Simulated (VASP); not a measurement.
Here is a VASP 6.6.1 calculation.

INCAR

```
ALGO = Normal
DIPOL = 0.5 0.5 0.399
EDIFF = 1E-7
ENCUT = 520
GGA = PE
IDIPOL = 3
ISIF = 2
ISMEAR = 0
IVDW = 12
LASPH = True
LCHARG = False
LDIPOL = True
LREAL = False
LWAVE = False
NBANDS = 50
NELM = 100
PREC = Accurate
SIGMA = 0.05
```

Contents of KPOINTS:

```
k-points
0
Gamma
  7 7 1
```

Contents of POSCAR:

```
SnO
1.0
    3.8201528477      0.0002954339      0.0000000000
   -0.0003145169      3.8201528461      0.0000000000
    0.0000000000      0.0000000000     22.2260749922
Sn O
4 4
Direct
    0.9999452930      0.9999452930      0.2024648977
    0.4999452930      0.4999452930      0.3087831522
    0.8749452930      0.9999452930      0.4887519501
    0.3749452930      0.4999452930      0.5950702046
    0.9999461076      0.4999461076      0.2556240249
    0.4999461076      0.9999461076      0.2556240249
    0.8749461076      0.4999461076      0.5419110773
    0.3749461076      0.9999461076      0.5419110773
```

Potentials or basis: VASP PAW PBE potentials, release 64 (Sn_d, O).

The run is started by

```console
$ cat potpaw_PBE.64/Sn_d/POTCAR potpaw_PBE.64/O/POTCAR > POTCAR
$ mpirun -np 1 vasp_std > vasp.out
```

Task: Estimate the largest force.

Result: 0.187 eV/Å.

Task: Estimate the band gap on the k mesh.

Result: 2.53 eV (least direct gap 2.55 eV).

Task: Predict the dispersion energy per atom.

Result: -0.157 eV.

Forces in eV/Å, atoms in the order of the input:
```
Sn  -0.003  0.000 -0.075
Sn  -0.010  0.000  0.187
Sn   0.010  0.000 -0.187
Sn   0.003  0.000  0.075
O   -0.015  0.000  0.015
O    0.005  0.000  0.015
O   -0.005  0.000 -0.015
O    0.015  0.000 -0.015
```

Caveat: the cell differs from its parent crystal (layers slid over each other); spin-orbit coupling is left out, which moves the levels of the heavy elements.
